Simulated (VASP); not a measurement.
Runs of VASP 6.6.1 on TiO2. The typed cell holds 6 atoms: a = 3.825 Å, b = 3.818 Å, c = 5.516 Å, α = 110.82°, β = 111.06°, γ = 91.00°. 

```tsv
k mesh	gap on the mesh (eV)	pressure (GPa)	largest force (eV/Å)
2 × 2 × 2	2.17	1.8	2.10
1 × 1 × 1	-	(b)	7.33
6 × 6 × 6	2.19	2.7	1.84
6 × 6 × 4	2.19	2.7	1.84
4 × 4 × 4	2.19	2.7	1.85
4 × 4 × 2	(a)	2.8	1.85
```

Alike in all rows: task single point; level PBE; potentials or basis VASP PAW PBE potentials, release 64 (Ti_sv, O); no spin polarisation; cell as given; cutoff (eV) 520; smearing gaussian 0.02 eV.

Estimate the missing entries.

(a) 2.18; (b) 21.1.

Caveats: some runs use coarse meshes; forces of over 1 eV/Å act on the atoms, so gaps and moduli don't describe the material at rest.

A k mesh can miss the band edges.
